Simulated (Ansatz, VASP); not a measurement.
**One calculation of GaP, two programs**

```xyz
4
Lattice="2.0985 1.2115 6.4308 -2.0985 1.2115 6.4308 0.0000 -2.4231 6.4308" Properties=species:S:1:pos:R:3 pbc="T T T"
Ga    0.0000    0.0000    8.3994
Ga    0.0000    0.0000   10.8930
P     0.0000    0.0000    1.1072
P     0.0000    0.0000   18.1853
```

Change from the starting cell: strain +0.080 along x and y, +0.000 along z, atoms carried along.

Alike in both runs: task single point; functional PBEsol; k mesh 9 × 9 × 9; occupations gaussian, width 0.05 eV; no spin polarisation.

|  | VASP | Ansatz |
| --- | --- | --- |
| version | VASP 6.6.1 | Ansatz 0.2.0 |
| potentials or method | VASP PAW PBE potentials, release 64 (Ga_d, P), cutoff 520 eV | scalar-relativistic, plane waves, PAW |
| valence electrons in the cell | 36 | 36 |

VASP gave:

- gap on the k mesh at the Fermi level (eV): 0.06
- least direct gap on the mesh (eV): 0.12
- pressure (GPa): -8.7
- traceless stress, the component that is largest in VASP (GPa): 5.33
- rms of the force components (eV/Å): 0.212

Task: Which values does Ansatz return?

Result: gap on the k mesh at the Fermi level (eV): 0.07; least direct gap on the mesh (eV): 0.13; pressure (GPa): -8.7; traceless stress, the component that is largest in VASP (GPa): 5.37; rms of the force components (eV/Å): 0.220.

VASP's potentials were made for PBE, not for PBEsol. Atom by atom the forces differ by 0.009 eV/Å (rms over components).
